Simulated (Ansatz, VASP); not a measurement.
**Two plane-wave programs on Ti**

```
Ti
1.0
     2.93509    0.00000    0.00000
    -1.46754    2.54186    0.00000
     0.00000    0.00000    4.26730
Ti
2
Direct
  0.33333 0.66667 0.25000
  0.66667 0.33333 0.75000
```

Alike in both runs: task single point; functional r2SCAN; k mesh 18 × 18 × 10; no spin polarisation.

|  | VASP | Ansatz |
| --- | --- | --- |
| version | VASP 6.6.1 | Ansatz 0.2.0 |
| potentials or method | VASP PAW PBE potentials, release 64 (Ti_sv), cutoff 520 eV | scalar-relativistic, plane waves, PAW |
| occupations | methfessel-paxton of order 1, width 0.05 eV | cold, width 0.05 eV |
| valence electrons in the cell | 24 | 24 |

VASP gave:

| Item | Value |
| --- | --- |
| gap on the k mesh at the Fermi level (eV) | none |
| pressure (GPa) | 11.7 |
| traceless stress, the component that is largest in VASP (GPa) | 7.04 |

**Question.** Estimate Ansatz's values.

**Answer.** gap on the k mesh at the Fermi level (eV): none; pressure (GPa): 11.3; traceless stress, the component that is largest in VASP (GPa): 6.95.

VASP's potentials were made for PBE, not for r2SCAN. A gap of «none» marks a metal or a gap that the smearing closes.
